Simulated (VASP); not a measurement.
A run of VASP 6.6.1:

Contents of INCAR:

```
SYSTEM = ZrS
ALGO = Normal
EDIFF = 1E-6
ENCUT = 520
GGA = PS
ISIF = 2
ISMEAR = 0
LASPH = .True.
LCHARG = .False.
LREAL = .False.
LWAVE = .False.
NBANDS = 16
NELM = 60
PREC = Accurate
SIGMA = 0.15
```

File KPOINTS:

```
k-points
0
Gamma
  16 16 16
  0 0 0
```

File POSCAR:

```
ZrS
1.0
    0.0000000000      2.7037500000      2.7037500000
    2.7037500000      0.0000000000      2.7037500000
    2.7037500000      2.7037500000      0.0000000000
Zr S
1 1
Direct
    0.0000000000      0.0000000000      0.0000000000
    0.5000000000      0.5000000000      0.5000000000
```

Potentials or basis: VASP PAW PBE potentials, release 64 (Zr_sv, S).

Run with:

```console
$ cat potpaw_PBE.64/Zr_sv/POTCAR potpaw_PBE.64/S/POTCAR > POTCAR
$ mpirun -np 1 vasp_std > vasp.out
```

Hardware: 1 thread of Intel(R) Xeon(R) Platinum 8259CL CPU @ 2.50GHz (Skylake/Cascade Lake), with other jobs on the host.

Task: How long does it take, and how much memory?

Result: It took 62 s on 1 thread of Intel(R) Xeon(R) Platinum 8259CL CPU @ 2.50GHz (Skylake/Cascade Lake) (shared host), peak memory 0.22 GiB. Counts: scf iterations 13, k points 145.
